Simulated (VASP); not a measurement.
# ZnS (F-43m) in VASP: notebook

The runs below take ZnS through single point, with PBEsol.

Everything below comes from runs of VASP 6.6.1. Logs are shortened: lines on timing, memory, paths and dates and some standing lists are left out, and cuts for length are marked.

## 1. The cell of the first run

It takes space group F-43m (No. 216, cubic). Conventional cell: a = 5.407 Å, b = 5.407 Å, c = 5.407 Å, α = 90.00°, β = 90.00°, γ = 90.00°. Zn (site symmetry -43m) has 4 S at 2.34 Å within 3.1 Å. S (site symmetry -43m) has 4 Zn at 2.34 Å within 3.1 Å.

## 2. Single point, PBEsol

Contents of INCAR:

```
SYSTEM = ZnS
PREC     = Accurate       ! precision mode
ENCUT    = 500            ! plane-wave cutoff, eV
EDIFF    = 1E-6           ! SCF threshold, eV
ISMEAR   = 0              ! smearing method
SIGMA    = 0.1            ! smearing width, eV
LREAL    = .False.        ! projectors in reciprocal space
LASPH    = .True.         ! aspherical terms in the spheres
NELM     = 120            ! most SCF steps
ALGO     = Normal         ! electronic algorithm
ISIF     = 2              ! what is computed and relaxed
LWAVE    = .False.        ! write WAVECAR
LCHARG   = .False.        ! write CHGCAR
GGA      = PS             ! functional
NBANDS   = 16             ! bands
GGA_COMPAT= .False.
```

Contents of KPOINTS:

```
regular mesh
0
Gamma
  6 6 6
  0 0 0
```

Contents of POSCAR:

```
ZnS
1.0
    0.0000000000      2.7036191263      2.7036191263
    2.7036191263      0.0000000000      2.7036191263
    2.7036191263      2.7036191263      0.0000000000
Zn S
1 1
Direct
    0.0000000000      0.0000000000      0.0000000000
    0.2500000000      0.2500000000      0.2500000000
```

Potentials or basis: VASP PAW PBE potentials, release 64 (Zn, S).

On the command line:

```bash
$ cat potpaw_PBE.64/Zn/POTCAR potpaw_PBE.64/S/POTCAR > POTCAR
$ mpirun -np 1 vasp_std > vasp.out
```

OUTCAR:

```text
SYSTEM = ZnS
   PREC = Accurate
   ENCUT = 500
   EDIFF = 1E-6
   ISMEAR = 0
   LREAL = .False.
   LASPH = .True.
   NELM = 120
   ISIF = 2
   GGA = PS

 ion  position               nearest neighbor table
   1  0.000  0.000  0.000-   2 2.34   2 2.34   2 2.34   2 2.34
   2  0.250  0.250  0.250-   1 2.34   1 2.34   1 2.34   1 2.34

  LATTYP: Found a face centered cubic cell.
 ALAT       =     5.4072382526

  Lattice vectors:

 A1 = (   0.0000000000,   2.7036191263,   2.7036191263)
 A2 = (   2.7036191263,   0.0000000000,   2.7036191263)
 A3 = (   2.7036191263,   2.7036191263,   0.0000000000)

Analysis of symmetry for initial positions (statically):
=====================================================================
 Subroutine PRICEL returns:
 Original cell was already a primitive cell.

 Routine SETGRP: Setting up the symmetry group for a
 face centered cubic supercell.

 Subroutine GETGRP returns: Found 24 space group operations
 (whereof 24 operations were pure point group operations)
 out of a pool of 48 trial point group operations.

The static configuration has the point symmetry T_d .

Analysis of symmetry for dynamics (positions and initial velocities):
=====================================================================
 Subroutine PRICEL returns:
 Original cell was already a primitive cell.

 Routine SETGRP: Setting up the symmetry group for a
 face centered cubic supercell.

 Subroutine GETGRP returns: Found 24 space group operations
 (whereof 24 operations were pure point group operations)
 out of a pool of 48 trial point group operations.

The dynamic configuration has the point symmetry T_d .

 Subroutine INISYM returns: Found 24 space group operations
 (whereof 24 operations are pure point group operations),
 and found     1 'primitive' translations

----------------------------------------------------------------------------------------

                                     Primitive cell

  volume of cell :      39.5245

  direct lattice vectors                    reciprocal lattice vectors
     0.000000000  2.703619126  2.703619126    -0.184937292  0.184937292  0.184937292
     2.703619126  0.000000000  2.703619126     0.184937292 -0.184937292  0.184937292
     2.703619126  2.703619126  0.000000000     0.184937292  0.184937292 -0.184937292

  length of vectors
     3.823494836  3.823494836  3.823494836     0.320320786  0.320320786  0.320320786

[... 61 lines left out ...]
 SYSTEM =  ZnS
   PREC   = accura    normal or accurate (medium, high low for compatibility)
   ISTART =      0    job   : 0-new  1-cont  2-samecut
   ICHARG =      2    charge: 1-file 2-atom 10-const
   ISPIN  =      1    spin polarized calculation?
   LNONCOLLINEAR =      F non collinear calculations
   LSORBIT =      F    spin-orbit coupling
   LASPH  =      T    aspherical Exc in radial PAW
   ENCUT  =  500.0 eV  36.75 Ry    6.06 a.u.   6.97  6.97  6.97*2*pi/ulx,y,z
   NELM   =    120;   NELMIN=  2; NELMDL= -5     # of ELM steps
   EDIFF  = 0.1E-05   stopping-criterion for ELM
   LREAL  =      F    real-space projection
[... 7 lines left out ...]
   TEBEG  =    0.0;   TEEND  =   0.0 temperature during run
   PSTRESS=    0.0 pullay stress
   NELECT =      18.0000    total number of electrons
   NUPDOWN=      -1.0000    fix difference up-down
   EMIN   =  10.00;   EMAX   =-10.00  energy-range for DOS
   EFERMI =   0.00;   METHOD = LEGACY
   ISMEAR =     0;   SIGMA  =   0.10  broadening in eV -4-tet -1-fermi 0-gaus
   EFERMI_NEDOS =   21; number of points for ismear=-14 and -15
   IALGO  =     38    algorithm
   IMIX   =      4    mixing-type and parameters
     AMIX     =   0.40;   BMIX     =  1.00
     AMIX_MAG =   1.60;   BMIX_MAG =  1.00
  volume/ion in A,a.u.               =      19.76       133.36
  Fermi-wavevector in a.u.,A,eV,Ry     =   1.259535  2.380176 21.584661  1.586428
  Thomas-Fermi vector in A             =   2.393090
   LORBIT       =      0    0 simple, 1 ext, 2 COOP (PROOUT), +10 PAW based schemes
   GGA     = PS    functional components
   LHFCALC =     F    Hartree Fock is set to
   AEXX    =    0.0000 exact exchange contribution
   IVDW    =     0    specifies the selected vdW correction
   LEPSILON=     F    determine dielectric tensor
   LRPA    =     F    only Hartree local field effects (RPA)
 non-spin polarized calculation
 Gauss-broadening in eV      SIGMA  =   0.10
  energy-cutoff  :      500.00
  volume of cell :       39.52
 maximum number of plane-waves:      1018
   NGX = 13   NGY = 13   NGZ = 13

 number of electron      17.9999999 magnetization

 Free energy of the ion-electron system (eV)
  ---------------------------------------------------
  ext. energy  EPLUGINS =         0.00000000
  ---------------------------------------------------
  free energy    TOTEN  =        -7.57930084 eV

  energy without entropy =       -7.57930084  energy(sigma->0) =       -7.57930084

 E-fermi :   2.4471     XC(G=0):  -9.8405

 val. band max:        1.9991755219   @ k =   0.0000   0.0000   0.0000
 cond. band min:       3.9678142153   @ k =   0.0000   0.0000   0.0000
 fundamental gap:      1.9686386934
 Fermi energy:         2.4471461760

 k-point     1 :       0.0000    0.0000    0.0000
  band No.  band energies     occupation
      1     -11.1432      2.00000
      2      -4.3671      2.00000
      3      -4.3671      2.00000
      4      -4.3671      2.00000
      5      -3.8702      2.00000
      6      -3.8702      2.00000
[... 281 lines left out ...]
      3      -4.0743      2.00000
      4      -3.9872      2.00000
      5      -3.8476      2.00000
      6      -3.5142      2.00000
[... 8 lines left out ...]
     15      15.8945      0.00000
     16      16.7209      0.00000

------------------------ aborting loop because EDIFF is reached ----------------------------------------

  FORCE on cell =-STRESS in cart. coord.  units (eV):
  Direction    XX          YY          ZZ          XY          YZ          ZX
  --------------------------------------------------------------------------------------
  -------------------------------------------------------------------------------------
  Total       -0.4705864     -0.4705864     -0.4705864      0.0000000     -0.0000000     -0.0000000
  in kB      -19.0758295    -19.0758295    -19.0758295      0.0000000     -0.0000000     -0.0000000
  external PRESSURE =     -19.0758295 kB  Pullay stress =       0.0000000 kB

 VOLUME and BASIS-vectors are now :
 -----------------------------------------------------------------------------
  energy-cutoff  :      500.00
  volume of cell :       39.52
      direct lattice vectors                 reciprocal lattice vectors
     0.000000000  2.703619126  2.703619126    -0.184937292  0.184937292  0.184937292
     2.703619126  0.000000000  2.703619126     0.184937292 -0.184937292  0.184937292
     2.703619126  2.703619126  0.000000000     0.184937292  0.184937292 -0.184937292

 POSITION                                       TOTAL-FORCE (eV/Angst)
 -----------------------------------------------------------------------------------
      0.00000      0.00000      0.00000        -0.000000     -0.000000     -0.000000
      1.35181      1.35181      1.35181         0.000000      0.000000      0.000000
 -----------------------------------------------------------------------------------
    total drift:                                0.000001      0.000001      0.000001

  FREE ENERGIE OF THE ION-ELECTRON SYSTEM (eV)
  ---------------------------------------------------
  free  energy   TOTEN  =        -7.5793008380 eV

  energy  without entropy=       -7.5793008380  energy(sigma->0) =       -7.57930084
```

OSZICAR:

```text
N       E                     dE             d eps       ncg     rms          rms(c)
DAV:   1     0.844936326115E+02    0.84494E+02   -0.86394E+03   512   0.129E+03
DAV:   2    -0.224721294272E+01   -0.86741E+02   -0.80542E+02   568   0.248E+02
DAV:   3    -0.792663444744E+01   -0.56794E+01   -0.56543E+01   624   0.621E+01
DAV:   4    -0.798438630449E+01   -0.57752E-01   -0.57739E-01   616   0.668E+00
DAV:   5    -0.798507034311E+01   -0.68404E-03   -0.68403E-03   664   0.689E-01    0.662E+00
DAV:   6    -0.760245114347E+01    0.38262E+00   -0.78665E-01   728   0.321E+01    0.522E+00
DAV:   7    -0.758273549719E+01    0.19716E-01   -0.23000E-01   608   0.470E+00    0.252E+00
DAV:   8    -0.757939278654E+01    0.33427E-02   -0.49191E-03   728   0.888E-01    0.591E-01
DAV:   9    -0.757921966303E+01    0.17312E-03   -0.93684E-04   616   0.266E-01    0.955E-02
DAV:  10    -0.757931038190E+01   -0.90719E-04   -0.16457E-04   600   0.932E-02    0.243E-02
DAV:  11    -0.757930049550E+01    0.98864E-05   -0.27624E-05   624   0.416E-02    0.626E-03
DAV:  12    -0.757930083796E+01   -0.34246E-06   -0.29831E-06   600   0.160E-02
   1 F= -.75793008E+01 E0= -.75793008E+01  d E =-.150927E-11
```

stdout:

```text
POSCAR found type information on POSCAR ZnS
 POSCAR found :  2 types and       2 ions
 scaLAPACK will be used
 -----------------------------------------------------------------------------
|                                                                             |
|                                                                             |
|     You enforced a specific xc type in the INCAR file but a different       |
|     I HOPE YOU KNOW WHAT YOU ARE DOING!                                     |
|                                                                             |
 -----------------------------------------------------------------------------

 LDA part: xc-table for (Slater+PW92), standard interpolation
 POSCAR, INCAR and KPOINTS ok, starting setup
 FFT: planning ... GRIDC
 FFT: planning ... GRID_SOFT
 FFT: planning ... GRID
 WAVECAR not read
 entering main loop
```

Wall time 21 s (1 thread of Intel Xeon 8259CL, shared host); peak memory 0.15 GiB.

Results:

| Item | Value |
| --- | --- |
| Free energy | -7.5793 eV |
| Pressure | -1.9 GPa |
| Band gap on the k mesh | 1.97 eV |

Caveat: the PAW data sets were made with another functional, which shifts forces and pressure a little.

## 3. Single point, PBEsol

This run uses another cell than the first one, of 19.20 Å³/atom.

Contents of INCAR:

```
SYSTEM = ZnS
PREC = Accurate
ENCUT = 500
EDIFF = 1E-6
ISMEAR = 0
SIGMA = 0.02
LREAL = .False.
LASPH = .True.
NELM = 120
ALGO = Normal
ISIF = 2
LWAVE = .False.
LCHARG = .False.
GGA = PS
NBANDS = 16
GGA_COMPAT = .False.
```

Contents of KPOINTS:

```
Automatic mesh
0
Gamma
  10 10 10
  0 0 0
```

Contents of POSCAR:

```
ZnS
1.0
    0.0000000000      2.6777057678      2.6777057678
    2.6777057678      0.0000000000      2.6777057678
    2.6777057678      2.6777057678      0.0000000000
Zn S
1 1
Direct
    0.0000000000      0.0000000000      0.0000000000
    0.2500000000      0.2500000000      0.2500000000
```

Potentials or basis: VASP PAW PBE potentials, release 64 (Zn, S).

On the command line:

```bash
$ cat potpaw_PBE.64/Zn/POTCAR potpaw_PBE.64/S/POTCAR > POTCAR
$ mpirun -np 1 vasp_std > vasp.out
```

OUTCAR:

```text
SYSTEM = ZnS
   PREC = Accurate
   ENCUT = 500
   EDIFF = 1E-6
   ISMEAR = 0
   LREAL = .False.
   LASPH = .True.
   NELM = 120
   ISIF = 2
   GGA = PS

 ion  position               nearest neighbor table
   1  0.000  0.000  0.000-   2 2.32   2 2.32   2 2.32   2 2.32
   2  0.250  0.250  0.250-   1 2.32   1 2.32   1 2.32   1 2.32

  LATTYP: Found a face centered cubic cell.
 ALAT       =     5.3554115356

  Lattice vectors:

 A1 = (   0.0000000000,   2.6777057678,   2.6777057678)
[... 641 lines left out ...]

------------------------ aborting loop because EDIFF is reached ----------------------------------------

  FORCE on cell =-STRESS in cart. coord.  units (eV):
  Direction    XX          YY          ZZ          XY          YZ          ZX
  --------------------------------------------------------------------------------------
  -------------------------------------------------------------------------------------
  Total        0.0563240      0.0563240      0.0563240      0.0000000     -0.0000000     -0.0000000
  in kB        2.3500939      2.3500939      2.3500939      0.0000000     -0.0000000     -0.0000000
  external PRESSURE =       2.3500939 kB  Pullay stress =       0.0000000 kB

 VOLUME and BASIS-vectors are now :
 -----------------------------------------------------------------------------
  energy-cutoff  :      500.00
  volume of cell :       38.40
      direct lattice vectors                 reciprocal lattice vectors
     0.000000000  2.677705768  2.677705768    -0.186727013  0.186727013  0.186727013
     2.677705768  0.000000000  2.677705768     0.186727013 -0.186727013  0.186727013
     2.677705768  2.677705768  0.000000000     0.186727013  0.186727013 -0.186727013

 POSITION                                       TOTAL-FORCE (eV/Angst)
 -----------------------------------------------------------------------------------
      0.00000      0.00000      0.00000        -0.000000     -0.000000     -0.000000
      1.33885      1.33885      1.33885         0.000000      0.000000      0.000000
 -----------------------------------------------------------------------------------
    total drift:                                0.000001      0.000001      0.000001

  FREE ENERGIE OF THE ION-ELECTRON SYSTEM (eV)
  ---------------------------------------------------
  free  energy   TOTEN  =        -7.5886754017 eV

  energy  without entropy=       -7.5886754017  energy(sigma->0) =       -7.58867540
```

OSZICAR:

```text
N       E                     dE             d eps       ncg     rms          rms(c)
DAV:   1     0.876821742906E+02    0.87682E+02   -0.87911E+03  1520   0.132E+03
DAV:   2    -0.227373330938E+01   -0.89956E+02   -0.83618E+02  1768   0.258E+02
DAV:   3    -0.793697411820E+01   -0.56632E+01   -0.56406E+01  1864   0.634E+01
DAV:   4    -0.799616675173E+01   -0.59193E-01   -0.59179E-01  1904   0.666E+00
DAV:   5    -0.799681937576E+01   -0.65262E-03   -0.65262E-03  1864   0.680E-01    0.702E+00
DAV:   6    -0.761274631653E+01    0.38407E+00   -0.79262E-01  2200   0.328E+01    0.551E+00
DAV:   7    -0.759217755953E+01    0.20569E-01   -0.23901E-01  1816   0.491E+00    0.263E+00
DAV:   8    -0.758879424130E+01    0.33833E-02   -0.52954E-03  2152   0.987E-01    0.611E-01
DAV:   9    -0.758860053592E+01    0.19371E-03   -0.10042E-03  1856   0.268E-01    0.935E-02
DAV:  10    -0.758868477957E+01   -0.84244E-04   -0.16489E-04  1896   0.921E-02    0.240E-02
DAV:  11    -0.758867504773E+01    0.97318E-05   -0.29467E-05  1800   0.436E-02    0.497E-03
DAV:  12    -0.758867540168E+01   -0.35395E-06   -0.34779E-06  1872   0.137E-02
   1 F= -.75886754E+01 E0= -.75886754E+01  d E =-.378515E-27
```

stdout:

```text
POSCAR found type information on POSCAR ZnS
 POSCAR found :  2 types and       2 ions
 scaLAPACK will be used
 -----------------------------------------------------------------------------
|                                                                             |
|                                                                             |
|     You enforced a specific xc type in the INCAR file but a different       |
|     I HOPE YOU KNOW WHAT YOU ARE DOING!                                     |
|                                                                             |
 -----------------------------------------------------------------------------

 LDA part: xc-table for (Slater+PW92), standard interpolation
 POSCAR, INCAR and KPOINTS ok, starting setup
 FFT: planning ... GRIDC
 FFT: planning ... GRID_SOFT
 FFT: planning ... GRID
 WAVECAR not read
 entering main loop
```

Run time: 47 s. Hardware: 1 thread of Intel Xeon 8259CL, shared host; peak memory 0.17 GiB.

Results:

```yaml
Free_energy: -7.5887 eV
Pressure: 0.2 GPa
Band_gap_on_the_k_mesh: 2.10 eV
```

Levels at points of the mesh, in eV from the valence-band top:
| k point | band 7 | band 8 | band 9 | band 10 | band 11 | band 12 |
| --- | --- | --- | --- | --- | --- | --- |
| (0.00, 0.00, 0.00) | 0.00 | 0.00 | 0.00 | 2.10 | 6.29 | 6.29 |
| (0.50, 0.00, 0.00) | -5.54 | -0.92 | -0.92 | 3.25 | 6.82 | 6.82 |
| (0.50, 0.50, 0.00) | -4.72 | -2.35 | -2.35 | 3.18 | 3.96 | 11.03 |

Caveat: the PAW data sets were made with another functional, which shifts forces and pressure a little.

## 4. Single point, PBEsol

This run uses another cell than the first one, of 19.20 Å³/atom.

Contents of INCAR:

```
PREC = Accurate
ENCUT = 500
EDIFF = 1E-6
ISMEAR = 0
SIGMA = 0.02
LREAL = False
LASPH = True
NELM = 120
ALGO = Normal
ISIF = 2
LWAVE = False
LCHARG = False
GGA = PS
NBANDS = 16
GGA_COMPAT = False
```

Contents of KPOINTS:

```
regular mesh
0
Gamma
  10 10 10
```

POSCAR is that of step 3.

On the command line:

```bash
$ cat potpaw_PBE.64/Zn/POTCAR potpaw_PBE.64/S/POTCAR > POTCAR
$ mpirun -np 1 vasp_std > vasp.out
```

Wall time 46 s (1 thread of Intel Xeon 8259CL, shared host); peak memory 0.17 GiB.

It converged, with:

- Free energy: -7.5887 eV
- Pressure: 0.2 GPa
- Band gap on the k mesh: 2.10 eV

Levels at points of the mesh, in eV from the valence-band top:
| k point | band 5 | band 6 | band 7 | band 8 | band 9 | band 10 | band 11 | band 12 | band 13 | band 14 |
| --- | --- | --- | --- | --- | --- | --- | --- | --- | --- | --- |
| (0.00, 0.00, 0.00) | -5.95 | -5.95 | 0.00 | 0.00 | 0.00 | 2.10 | 6.29 | 6.29 | 6.29 | 11.77 |
| (0.50, 0.00, 0.00) | -5.92 | -5.75 | -5.54 | -0.92 | -0.92 | 3.25 | 6.82 | 6.82 | 8.80 | 12.09 |
| (0.50, 0.50, 0.00) | -5.87 | -5.73 | -4.72 | -2.35 | -2.35 | 3.18 | 3.96 | 11.03 | 12.06 | 12.06 |

Caveat: the PAW data sets were made with another functional, which shifts forces and pressure a little.
